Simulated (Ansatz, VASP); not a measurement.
## Two plane-wave programs on MnSb

```
Sb Mn
1.0
     4.15000    0.00000    0.00000
    -2.07500    3.59401    0.00000
     0.00000    0.00000    5.78000
Sb Mn
2 2
Direct
  0.66667 0.33333 0.75000
  0.33333 0.66667 0.25000
  0.00000 0.00000 0.50000
  0.00000 0.00000 0.00000
```

Alike in both runs: functional PBEsol; k mesh 7 × 7 × 5; occupations fermi-dirac, width 0.05 eV; collinear spin; Hubbard terms Mn d U = 4.5 eV.

|  | VASP | Ansatz |
| --- | --- | --- |
| version | VASP 6.6.1 | Ansatz 0.2.0 |
| potentials or method | VASP PAW PBE potentials, release 64 (Sb, Mn_pv) | Ansatz PAW |
| plane-wave cutoff (eV) | 520 | 420 |
| valence electrons in the cell | 36 | 60 |
| task | single point | band structure |

Ansatz gave:

```
gap on the k mesh at the Fermi level (eV)                     : none
pressure (GPa)                                                : 5.6
traceless stress, the component that is largest in VASP (GPa) : 1.57
net moment per atom (μB)                                      : 2.05
size of the moment on the site where the two differ most (μB) : 4.23
```

Problem. Estimate VASP's values.

Solution. gap on the k mesh at the Fermi level (eV): none; pressure (GPa): 4.9; traceless stress, the component that is largest in VASP (GPa): 1.71; net moment per atom (μB): 2.03; size of the moment on the site where the two differ most (μB): 4.24.

VASP's potentials were made for PBE, not for PBEsol. Site moments also hang on the region over which each program counts them. The programs project onto different local orbitals, so the same U acts differently, and such runs can settle in different states. A gap of «none» marks a metal or a gap that the smearing closes. VASP's potentials hold 36 valence electrons a cell and Ansatz's 60, so a difference there can come from the potentials and not from the codes.

Spin-orbit coupling is off throughout. Noted on Ansatz's run: the magnetic or orbital state may not be the lowest.
